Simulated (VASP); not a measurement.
# InHgSe (Cmmm) in VASP: a series of runs

InHgSe is run at these levels: PBE; tasks: single point.

Program: VASP 6.6.1. These are calculated values, not measurements. Logs are shortened: lines on timing, memory, paths and dates and some standing lists are left out, and cuts for length are marked.

## Step 1: The cell of the first run

The typed cell holds 3 atoms: a = 4.425 Å, b = 4.425 Å, c = 5.205 Å, α = 90.00°, β = 90.00°, γ = 90.06°.

The cell was generated, and may not be a known phase.

## Step 2: Single point, PBE

The input, INCAR:

```
ALGO = Normal
EDIFF = 1E-6
ENCUT = 520
GGA = PE
ISIF = 2
ISMEAR = 0
LASPH = True
LCHARG = False
LREAL = False
LWAVE = False
NBANDS = 22
NELM = 60
PREC = Accurate
SIGMA = 0.1
```

The input, KPOINTS:

```
k-points
0
Gamma
  10 10 10
```

The input, POSCAR:

```
InHgSe
1.0
    3.1272939547     -3.1303434703      0.0000000000
    3.1272939547      3.1303434703      0.0000000000
    0.0000000000      0.0000000000      5.2050726476
In Hg Se
1 1 1
Direct
    0.0000000000      0.0000000000      0.5000000000
    0.5000000000      0.5000000000      0.5000000000
    0.5000000000      0.5000000000      0.0000000000
```

Potentials or basis: VASP PAW PBE potentials, release 64 (In_d, Hg, Se).

Command:

```bash
$ cat potpaw_PBE.64/In_d/POTCAR potpaw_PBE.64/Hg/POTCAR potpaw_PBE.64/Se/POTCAR > POTCAR
$ mpirun -np 1 vasp_std > vasp.out
```

OUTCAR:

```text
EDIFF = 1E-6
   ENCUT = 520
   GGA = PE
   ISIF = 2
   ISMEAR = 0
   LASPH = True
   LREAL = False
   NELM = 60
   PREC = Accurate

 ion  position               nearest neighbor table
   1  0.000  0.000  0.500-   2 3.13   2 3.13   2 3.13   2 3.13
   2  0.500  0.500  0.500-   3 2.60   3 2.60   1 3.13   1 3.13   1 3.13   1 3.13
   3  0.500  0.500  0.000-   2 2.60   2 2.60

  LATTYP: Found a base centered orthorhombic cell.
 ALAT       =     6.2545879094
 B/A-ratio  =     1.0009751292
 C/A-ratio  =     0.8322007338

  Lattice vectors:

 A1 = (   3.1272939547,  -3.1303434703,   0.0000000000)
 A2 = (   3.1272939547,   3.1303434703,   0.0000000000)
 A3 = (   0.0000000000,   0.0000000000,   5.2050726476)

Analysis of symmetry for initial positions (statically):
=====================================================================
 Subroutine PRICEL returns:
 Original cell was already a primitive cell.

 Routine SETGRP: Setting up the symmetry group for a
 base centered orthorhombic supercell.

 Subroutine GETGRP returns: Found  8 space group operations
 (whereof  8 operations were pure point group operations)
 out of a pool of  8 trial point group operations.

The static configuration has the point symmetry D_2h.

Analysis of symmetry for dynamics (positions and initial velocities):
=====================================================================
 Subroutine PRICEL returns:
 Original cell was already a primitive cell.

 Routine SETGRP: Setting up the symmetry group for a
 base centered orthorhombic supercell.

 Subroutine GETGRP returns: Found  8 space group operations
 (whereof  8 operations were pure point group operations)
 out of a pool of  8 trial point group operations.

The dynamic configuration has the point symmetry D_2h.

 Subroutine INISYM returns: Found  8 space group operations
 (whereof  8 operations are pure point group operations),
 and found     1 'primitive' translations

----------------------------------------------------------------------------------------

                                     Primitive cell

  volume of cell :     101.9102

  direct lattice vectors                    reciprocal lattice vectors
     3.127293955 -3.130343470  0.000000000     0.159882636 -0.159726881  0.000000000
     3.127293955  3.130343470  0.000000000     0.159882636  0.159726881  0.000000000
     0.000000000  0.000000000  5.205072648     0.000000000  0.000000000  0.192120277

  length of vectors
     4.424818383  4.424818383  5.205072648     0.225998084  0.225998084  0.192120277

  position of ions in fractional coordinates (direct lattice)
     0.000000000  0.000000000  0.500000000
     0.500000000  0.500000000  0.500000000
     0.500000000  0.500000000  0.000000000

  ion indices of the primitive-cell ions
   primitive index   ion index
                 1           1
                 2           2
                 3           3

----------------------------------------------------------------------------------------

 KPOINTS: k-points

Automatic generation of k-mesh.
 Grid dimensions read from file:
 generate k-points for:   10   10   10

 Generating k-lattice:

  Cartesian coordinates                     Fractional coordinates (reciprocal lattice)
     0.015988264 -0.015972688  0.000000000     0.100000000  0.000000000  0.000000000
     0.015988264  0.015972688  0.000000000     0.000000000  0.100000000  0.000000000
     0.000000000  0.000000000  0.019212028     0.000000000  0.000000000  0.100000000

  Length of vectors
     0.022599808  0.022599808  0.019212028

  Shift w.r.t. Gamma in fractional coordinates (k-lattice)
     0.000000000  0.000000000  0.000000000

 Subroutine IBZKPT returns following result:
 ===========================================

 Found    186 irreducible k-points:

 Following reciprocal coordinates:
            Coordinates               Weight
  0.000000  0.000000  0.000000      1.000000
  0.100000  0.000000  0.000000      4.000000
  0.200000  0.000000  0.000000      4.000000
  0.300000  0.000000  0.000000      4.000000
  0.400000  0.000000  0.000000      4.000000
  0.500000  0.000000  0.000000      2.000000
[... 16 lines left out ...]
  0.300000  0.300000  0.000000      2.000000
  0.400000  0.300000  0.000000      4.000000
 [... further k-points ...]
   k-points           NKPTS =    186   k-points in BZ     NKDIM =    186   number of bands    NBANDS=     22
   number of dos      NEDOS =    301   number of ions     NIONS =      3
   total plane-waves  NPLWV =  51840
   dimension x,y,z NGX =    36 NGY =   36 NGZ =   40
   dimension x,y,z NGXF=    72 NGYF=   72 NGZF=   80
   ions per type =               1   1   1
   NGX,Y,Z   is equivalent  to a cutoff of  13.53, 13.53, 12.78 a.u.
   NGXF,Y,Z  is equivalent  to a cutoff of  27.05, 27.05, 25.55 a.u.
 SYSTEM =  unknown system
   PREC   = accura    normal or accurate (medium, high low for compatibility)
   ISTART =      0    job   : 0-new  1-cont  2-samecut
   ICHARG =      2    charge: 1-file 2-atom 10-const
   ISPIN  =      1    spin polarized calculation?
   LNONCOLLINEAR =      F non collinear calculations
   LSORBIT =      F    spin-orbit coupling
   LASPH  =      T    aspherical Exc in radial PAW
   ENCUT  =  520.0 eV  38.22 Ry    6.18 a.u.   8.23  8.23  9.68*2*pi/ulx,y,z
   NELM   =     60;   NELMIN=  2; NELMDL= -5     # of ELM steps
   EDIFF  = 0.1E-05   stopping-criterion for ELM
   LREAL  =      F    real-space projection
   EDIFFG = 0.1E-04   stopping-criterion for IOM
   NSW    =      0    number of steps for IOM
   IBRION =     -1    ionic relax: 0-MD 1-quasi-New 2-CG
   NFREE  =      0    steps in history (QN), initial steepest desc. (CG)
   ISIF   =      2    stress and relaxation
   ISYM   =      2    0-nonsym 1-usesym 2-fastsym
   POTIM  = 0.5000    time-step for ionic-motion
   TEBEG  =    0.0;   TEEND  =   0.0 temperature during run
   PSTRESS=    0.0 pullay stress
   NELECT =      31.0000    total number of electrons
   NUPDOWN=      -1.0000    fix difference up-down
   EMIN   =  10.00;   EMAX   =-10.00  energy-range for DOS
   EFERMI =   0.00;   METHOD = LEGACY
   ISMEAR =     0;   SIGMA  =   0.10  broadening in eV -4-tet -1-fermi 0-gaus
   EFERMI_NEDOS =   21; number of points for ismear=-14 and -15
   IALGO  =     38    algorithm
   IMIX   =      4    mixing-type and parameters
     AMIX     =   0.40;   BMIX     =  1.00
     AMIX_MAG =   1.60;   BMIX_MAG =  1.00
  volume/ion in A,a.u.               =      33.97       229.24
  Fermi-wavevector in a.u.,A,eV,Ry     =   1.101006  2.080599 16.493167  1.212214
  Thomas-Fermi vector in A             =   2.237426
   LORBIT       =      0    0 simple, 1 ext, 2 COOP (PROOUT), +10 PAW based schemes
   GGA     = PE    functional components
   LHFCALC =     F    Hartree Fock is set to
   AEXX    =    0.0000 exact exchange contribution
   IVDW    =     0    specifies the selected vdW correction
   LEPSILON=     F    determine dielectric tensor
   LRPA    =     F    only Hartree local field effects (RPA)
 non-spin polarized calculation
 Gauss-broadening in eV      SIGMA  =   0.10
  energy-cutoff  :      520.00
  volume of cell :      101.91
 maximum number of plane-waves:      2780
 NGX is ok and might be reduce to    36
   NGX = 17   NGY = 17   NGZ = 19

 number of electron      30.9999996 magnetization

 Free energy of the ion-electron system (eV)
  ---------------------------------------------------
  ext. energy  EPLUGINS =         0.00000000
  ---------------------------------------------------
  free energy    TOTEN  =        -5.75129279 eV

  energy without entropy =       -5.74438157  energy(sigma->0) =       -5.74783718

 E-fermi :   1.9302     XC(G=0):  -8.4962

 val. band max:        1.9287895304   @ k =  -0.4000   0.4000   0.2000
 cond. band min:       1.9543115162   @ k =   0.5000   0.3000   0.5000
 fundamental gap:      0.0255219859
 Fermi energy:         1.9301517286

 k-point     1 :       0.0000    0.0000    0.0000
  band No.  band energies     occupation
      1     -12.7174      2.00000
      2     -12.6992      2.00000
      3     -12.6779      2.00000
      4     -12.6700      2.00000
      5     -12.6699      2.00000
      6     -10.4495      2.00000
[... 14 lines left out ...]
     21       7.8122      0.00000
     22      11.5032      0.00000

 k-point     2 :       0.1000    0.0000    0.0000
  band No.  band energies     occupation
      1     -12.7157      2.00000
      2     -12.6978      2.00000
      3     -12.6755      2.00000
      4     -12.6706      2.00000
      5     -12.6697      2.00000
      6     -10.4402      2.00000
[... 14 lines left out ...]
     21       8.0839      0.00000
     22      10.7902      0.00000

 k-point     3 :       0.2000    0.0000    0.0000
  band No.  band energies     occupation
      1     -12.7116      2.00000
      2     -12.6943      2.00000
      3     -12.6722      2.00000
      4     -12.6693      2.00000
      5     -12.6687      2.00000
      6     -10.4157      2.00000
[... 14 lines left out ...]
     21       8.8552      0.00000
     22       9.6428      0.00000

 k-point     4 :       0.3000    0.0000    0.0000
  band No.  band energies     occupation
      1     -12.7070      2.00000
      2     -12.6899      2.00000
      3     -12.6742      2.00000
      4     -12.6687      2.00000
      5     -12.6597      2.00000
      6     -10.3851      2.00000
[... 14 lines left out ...]
     21       8.9185      0.00000
     22       9.2939      0.00000

 k-point     5 :       0.4000    0.0000    0.0000
  band No.  band energies     occupation
      1     -12.7037      2.00000
      2     -12.6864      2.00000
      3     -12.6759      2.00000
      4     -12.6682      2.00000
      5     -12.6522      2.00000
      6     -10.3600      2.00000
[... 417 lines left out ...]
 k-point    22 :      -0.2000    0.2000    0.0000
  band No.  band energies     occupation
      1     -12.7099      2.00000
      2     -12.6926      2.00000
      3     -12.6723      2.00000
      4     -12.6713      2.00000
      5     -12.6608      2.00000
      6     -10.3834      2.00000
[... 14 lines left out ...]
     21       9.4077      0.00000
     22       9.6730      0.00000

 k-point    23 :       0.3000    0.3000    0.0000
  band No.  band energies     occupation
      1     -12.7078      2.00000
      2     -12.6953      2.00000
      3     -12.6746      2.00000
      4     -12.6734      2.00000
      5     -12.6465      2.00000
      6     -10.3262      2.00000
[... 14 lines left out ...]
     21       9.2810      0.00000
     22      10.2353      0.00000

 k-point    24 :       0.4000    0.3000    0.0000
  band No.  band energies     occupation
      1     -12.7083      2.00000
      2     -12.6979      2.00000
      3     -12.6762      2.00000
      4     -12.6739      2.00000
      5     -12.6407      2.00000
      6     -10.3034      2.00000
[... 14 lines left out ...]
     21       9.1538      0.00000
     22       9.8834      0.00000

 [... further k-points ...]

------------------------ aborting loop because EDIFF is reached ----------------------------------------

  FORCE on cell =-STRESS in cart. coord.  units (eV):
  Direction    XX          YY          ZZ          XY          YZ          ZX
  --------------------------------------------------------------------------------------
  -------------------------------------------------------------------------------------
  Total        0.0095758     -0.0043259      0.1968332      0.0000000      0.0000000      0.0000000
  in kB        0.1505453     -0.0680098      3.0945076      0.0000000      0.0000000      0.0000000
  external PRESSURE =       1.0590144 kB  Pullay stress =       0.0000000 kB

 VOLUME and BASIS-vectors are now :
 -----------------------------------------------------------------------------
  energy-cutoff  :      520.00
  volume of cell :      101.91
      direct lattice vectors                 reciprocal lattice vectors
     3.127293955 -3.130343470  0.000000000     0.159882636 -0.159726881  0.000000000
     3.127293955  3.130343470  0.000000000     0.159882636  0.159726881  0.000000000
     0.000000000  0.000000000  5.205072648     0.000000000  0.000000000  0.192120277

 POSITION                                       TOTAL-FORCE (eV/Angst)
 -----------------------------------------------------------------------------------
      0.00000      0.00000      2.60254         0.000000      0.000000      0.000000
      3.12729      0.00000      2.60254         0.000000     -0.000000      0.000000
      3.12729      0.00000      0.00000        -0.000000      0.000000      0.000000
 -----------------------------------------------------------------------------------
    total drift:                                0.000000      0.000000      0.000000

  FREE ENERGIE OF THE ION-ELECTRON SYSTEM (eV)
  ---------------------------------------------------
  free  energy   TOTEN  =        -5.7512927904 eV

  energy  without entropy=       -5.7443815696  energy(sigma->0) =       -5.74783718
```

Wall time 3.3 min (1 thread of Intel Xeon 6975P-C (Granite Rapids), shared host); peak memory 0.58 GiB.

Results:

```yaml
Free_energy: -5.7513 eV
Pressure: 0.1 GPa
Band_gap_on_the_k_mesh: zero (an odd number of electrons rules out a gap without spin polarisation)
```

Levels at points of the mesh, in eV from the Fermi level:
```tsv
k point	band 11	band 12	band 13	band 14	band 15	band 16	band 17	band 18	band 19	band 20
(0.00, 0.00, 0.00)	-6.85	-4.99	-3.18	-1.05	-1.04	0.41	2.54	2.55	3.07	5.64
(0.50, 0.00, 0.00)	-6.64	-5.13	-3.31	-2.85	-0.88	-0.65	2.66	3.96	4.37	5.21
(0.50, 0.50, 0.00)	-6.46	-2.95	-2.70	-2.56	-2.56	-2.06	0.81	0.81	3.25	6.53
(0.00, 0.00, 0.50)	-6.94	-6.85	-0.89	-0.20	-0.20	0.89	1.47	1.48	4.38	6.40
(0.50, 0.00, 0.50)	-6.93	-5.58	-4.75	-1.62	-0.07	2.63	3.19	4.23	4.38	4.86
(0.50, 0.50, 0.50)	-6.75	-4.56	-2.78	-1.11	-1.11	-1.08	-1.08	1.71	4.21	6.59
```

Caveat: spin-orbit coupling is left out, which moves the levels of the heavy elements.

## Step 3: Single point, PBE

This run uses another cell than the first one, of 33.77 Å³/atom.

The input, INCAR:

```
SYSTEM = InHgSe
PREC = Accurate ; ENCUT = 520
EDIFF = 1E-7 ; ISMEAR = 0
SIGMA = 0.1 ; LREAL = .FALSE.
LASPH = .TRUE. ; NELM = 100
ALGO = Normal ; ISIF = 2
LWAVE = .FALSE. ; LCHARG = .FALSE.
GGA = PE ; NBANDS = 22
```

The input, KPOINTS:

```
Automatic mesh
0
G
  4 4 4
  0 0 0
```

The input, POSCAR:

```
InHgSe
1.0
    3.1101429085     -3.1507604015      0.0000000000
    3.1101429085      3.1507604015      0.0000000000
    0.0000000000      0.0000000000      5.1696659070
In Hg Se
1 1 1
Direct
    0.0000000000      0.0000000000      0.5000000000
    0.5000000000      0.5000000000      0.5000000000
    0.5000000000      0.5000000000      0.0000000000
```

Potentials or basis: VASP PAW PBE potentials, release 64 (In_d, Hg, Se).

Command:

```bash
$ cat potpaw_PBE.64/In_d/POTCAR potpaw_PBE.64/Hg/POTCAR potpaw_PBE.64/Se/POTCAR > POTCAR
$ mpirun -np 1 vasp_std > vasp.out
```

Run time: 69 s. Hardware: 1 thread of Oxide Virtual Turin-like, shared host; peak memory 0.21 GiB.

It converged, with:

* Free energy: -5.5985 eV
* Pressure: 0.2 GPa
* Band gap on the k mesh: zero (an odd number of electrons rules out a gap without spin polarisation)

Stress tensor (GPa, compression positive):
```
 0.27  0.00  0.00
 0.00 -0.08  0.00
 0.00  0.00  0.36
```

Levels at points of the mesh, in eV from the Fermi level:
```tsv
k point	band 14	band 15	band 16	band 17	band 18	band 19
(0.00, 0.00, 0.00)	-1.34	-1.29	0.18	2.35	2.42	2.90
(0.50, 0.00, 0.00)	-3.20	-1.10	-0.93	2.51	3.75	4.15
(0.50, 0.50, 0.00)	-2.82	-2.81	-2.27	0.63	0.65	3.11
(0.00, 0.00, 0.50)	-0.46	-0.44	0.70	1.22	1.34	4.25
(0.50, 0.00, 0.50)	-1.85	-0.32	2.45	3.01	4.06	4.11
(0.50, 0.50, 0.50)	-1.33	-1.32	-1.31	-1.29	1.51	4.07
```

Caveat: spin-orbit coupling is left out, which moves the levels of the heavy elements.

## Step 4: Single point, PBE

The input, INCAR:

```
ALGO = Fast
EDIFF = 1E-6
ENCUT = 520
GGA = PE
ISIF = 2
ISMEAR = 0
LASPH = True
LCHARG = False
LREAL = False
LWAVE = False
NBANDS = 22
NELM = 60
PREC = Accurate
SIGMA = 0.1
```

The input, KPOINTS:

```
k-points
0
Gamma
  10 10 10
```

The input, POSCAR:

```
InHgSe
1.0
    3.1272939547     -3.1303434703      0.0000000000
    3.1272939547      3.1303434703      0.0000000000
    0.0000000000      0.0000000000      5.2050726476
In Hg Se
1 1 1
Direct
    0.0000000000      0.0000000000      0.5000000000
    0.5000000000      0.5000000000      0.5000000000
    0.5000000000      0.5000000000      0.0000000000
```

Potentials or basis: VASP PAW PBE potentials, release 64 (In_d, Hg, Se).

Command:

```bash
$ cat potpaw_PBE.64/In_d/POTCAR potpaw_PBE.64/Hg/POTCAR potpaw_PBE.64/Se/POTCAR > POTCAR
$ mpirun -np 1 vasp_std > vasp.out
```

OUTCAR:

```text
EDIFF = 1E-6
   ENCUT = 520
   GGA = PE
   ISIF = 2
   ISMEAR = 0
   LASPH = True
   LREAL = False
   NELM = 60
   PREC = Accurate

 ion  position               nearest neighbor table
   1  0.000  0.000  0.500-   2 3.13   2 3.13   2 3.13   2 3.13
   2  0.500  0.500  0.500-   3 2.60   3 2.60   1 3.13   1 3.13   1 3.13   1 3.13
   3  0.500  0.500  0.000-   2 2.60   2 2.60

[... 799 lines left out ...]

  FORCE on cell =-STRESS in cart. coord.  units (eV):
  Direction    XX          YY          ZZ          XY          YZ          ZX
  --------------------------------------------------------------------------------------
  -------------------------------------------------------------------------------------
  Total        0.0082407     -0.0056835      0.2099553      0.0000000      0.0000000      0.0000000
  in kB        0.1295562     -0.0893534      3.3008052      0.0000000      0.0000000      0.0000000
  external PRESSURE =       1.1136694 kB  Pullay stress =       0.0000000 kB

 VOLUME and BASIS-vectors are now :
 -----------------------------------------------------------------------------
  energy-cutoff  :      520.00
  volume of cell :      101.91
      direct lattice vectors                 reciprocal lattice vectors
     3.127293955 -3.130343470  0.000000000     0.159882636 -0.159726881  0.000000000
     3.127293955  3.130343470  0.000000000     0.159882636  0.159726881  0.000000000
     0.000000000  0.000000000  5.205072648     0.000000000  0.000000000  0.192120277

 POSITION                                       TOTAL-FORCE (eV/Angst)
 -----------------------------------------------------------------------------------
      0.00000      0.00000      2.60254        -0.000000     -0.000000      0.000000
      3.12729      0.00000      2.60254         0.000000      0.000000      0.000000
      3.12729      0.00000      0.00000        -0.000000      0.000000      0.000000
 -----------------------------------------------------------------------------------
    total drift:                                0.000000      0.000000      0.000000

  FREE ENERGIE OF THE ION-ELECTRON SYSTEM (eV)
  ---------------------------------------------------
  free  energy   TOTEN  =        -5.7512928726 eV

  energy  without entropy=       -5.7443715020  energy(sigma->0) =       -5.74783219
```

Wall time 6.3 min (1 thread of Oxide Virtual Turin-like, shared host); peak memory 0.55 GiB.

What came out:

| Item | Value |
| --- | --- |
| Free energy | -5.7513 eV |
| Pressure | 0.1 GPa |
| Band gap on the k mesh | zero (an odd number of electrons rules out a gap without spin polarisation) |

Stress tensor (GPa, compression positive):
```
 0.01  0.00  0.00
 0.00 -0.01  0.00
 0.00  0.00  0.33
```

Levels at points of the mesh, in eV from the Fermi level:
```csv
k point,band 11,band 12,band 13,band 14,band 15,band 16,band 17,band 18,band 19,band 20
"(0.00, 0.00, 0.00)",-6.86,-4.99,-3.18,-1.05,-1.04,0.41,2.54,2.55,3.07,5.64
"(0.50, 0.00, 0.00)",-6.64,-5.13,-3.31,-2.85,-0.88,-0.65,2.66,3.96,4.37,5.21
"(0.50, 0.50, 0.00)",-6.46,-2.95,-2.70,-2.56,-2.56,-2.06,0.81,0.81,3.24,6.53
"(0.00, 0.00, 0.50)",-6.94,-6.85,-0.89,-0.20,-0.20,0.89,1.47,1.48,4.38,6.40
"(0.50, 0.00, 0.50)",-6.93,-5.58,-4.75,-1.62,-0.07,2.63,3.19,4.23,4.38,4.86
"(0.50, 0.50, 0.50)",-6.75,-4.56,-2.78,-1.11,-1.11,-1.08,-1.08,1.70,4.21,6.59
```

Caveat: spin-orbit coupling is left out, which moves the levels of the heavy elements.

The gap in the log of VASP goes by the Fermi energy; the results here count the filled bands.